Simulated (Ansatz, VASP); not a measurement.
Given: the input of a run of VASP 6.6.1 on BiTe.

The input INCAR:

```
SYSTEM = BiTe
PREC     = Accurate       ! precision mode
ENCUT    = 600            ! plane-wave cutoff, eV
EDIFF    = 1E-6           ! SCF threshold, eV
ISMEAR   = -1             ! smearing method
SIGMA    = 0.05           ! smearing width, eV
LREAL    = .FALSE.        ! projectors in reciprocal space
LASPH    = .TRUE.         ! aspherical terms in the spheres
NELM     = 100            ! most SCF steps
ALGO     = Normal         ! electronic algorithm
ISIF     = 3              ! what is computed and relaxed
LWAVE    = .FALSE.        ! write WAVECAR
LCHARG   = .FALSE.        ! write CHGCAR
GGA      = PS             ! functional
IVDW     = 12             ! dispersion correction
IBRION   = 2              ! ionic algorithm
NSW      = 60             ! ionic steps
EDIFFG   = -0.01          ! ionic threshold
```

File KPOINTS:

```
Automatic mesh
0
G
  7 7 7
  0 0 0
```

Contents of POSCAR:

```
BiTe
1.0
    2.4227077728      1.3987509848      3.3172919545
   -2.4227077728      1.3987509848      3.3172919545
    0.0000000000     -2.7975019696      3.3172919545
Bi Te
1 1
Direct
    0.5000000000      0.5000000000      0.5000000000
    0.0000000000      0.0000000000      0.0000000000
```

Potentials or basis: VASP PAW PBE potentials, release 64 (Bi_d, Te).

The run is started by

```bash
$ cat potpaw_PBE.64/Bi_d/POTCAR potpaw_PBE.64/Te/POTCAR > POTCAR
$ mpirun -np 1 vasp_std > vasp.out
```

Problem. Translate it to Ansatz 0.2.0. Potentials there: Ansatz PAW.

Solution. As run (the cutoff follows the program's own potentials):

input.yaml

```yaml
crystal:
  lattice:
    - [2.4227077728, 1.3987509848, 3.3172919545]
    - [-2.4227077728, 1.3987509848, 3.3172919545]
    - [0.0, -2.7975019696, 3.3172919545]
  atoms:
    - { symbol: Bi, position: [0.5, 0.5, 0.5] }
    - { symbol: Te, position: [0.0, 0.0, 0.0] }
hamiltonian:
  xc: pbesol
  pseudopotentials: { kind: paw }
  dispersion: d3bj
kpoints:
  mp_grid: { grid: [7, 7, 7] }
scf:
  occupations: { method: fermi_dirac, width: 0.05 }
output:
  forces: true
  stress: true
  eigenvalues: true
relax:
  f_tol: 0.01
  max_steps: 40
  cell: { stress_tol: 0.05 }
```

Potentials or basis: Ansatz PAW.

The run is started by

```bash
$ ansatz run input.yaml --threads 2 --pin off --max-ram 5632MiB --backend cpu --events-out ev --progress --plain --runs-dir out
```

Both were run:

|  | VASP | Ansatz | Ansatz less VASP |
| --- | --- | --- | --- |
| gap on the k mesh at the Fermi level, each at its own relaxed structure (eV) | none | none | - |
| relaxed volume (Å³/atom) | 30.14 | 30.12 | -0.015 |
| relaxed cell length with the largest relative difference (Å) | 4.095 | 4.095 | -0.0004 |

VASP's potentials were made for PBE, not for PBEsol. A gap of «none» marks a metal or a gap that the smearing closes. VASP's potentials hold 21 valence electrons a cell and Ansatz's 31, so a difference there can come from the potentials and not from the codes.

Spin-orbit coupling is off throughout. Noted on Ansatz's run: the plane-wave basis is chosen anew once the cell has moved, so the energies of steps on either side of that aren't comparable.
